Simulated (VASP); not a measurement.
Here is a VASP 6.6.1 calculation.

Contents of INCAR:

```
SYSTEM = NbH2
PREC = Accurate ; ENCUT = 520
EDIFF = 1E-7 ; ISMEAR = 0
SIGMA = 0.1 ; LREAL = .False.
LASPH = .True. ; NELM = 60
ALGO = Normal ; ISIF = 2
LWAVE = .False. ; LCHARG = .False.
GGA = PS ; NBANDS = 24
```

File KPOINTS:

```
regular mesh
0
Gamma
  12 12 8
  0 0 0
```

POSCAR

```
NbH2
1.0
    2.2589758076      2.2589758076      0.0000000000
   -2.2589758076      2.2589758076      0.0000000000
    0.0000000000      0.0000000000      4.5179516152
Nb H
2 4
Direct
    0.0000000000      0.0000000000      0.0000000000
    0.5000000000      0.5000000000      0.5000000000
    0.0000000000      0.5000000000      0.7500000000
    0.5000000000      0.0000000000      0.7500000000
    0.5000000000      0.0000000000      0.2500000000
    0.0000000000      0.5000000000      0.2500000000
```

Potentials or basis: VASP PAW PBE potentials, release 64 (Nb_sv, H).

Command:

```bash
$ cat potpaw_PBE.64/Nb_sv/POTCAR potpaw_PBE.64/H/POTCAR > POTCAR
$ mpirun -np 1 vasp_std > vasp.out
```

Question: Estimate the pressure.

Answer: -0.4 GPa.

Question: Predict the band gap on the k mesh.

Answer: Zero (bands 15 and 16 overlap by 4.21 eV).

Caveat: the PAW data sets were made with another functional, which shifts forces and pressure a little.
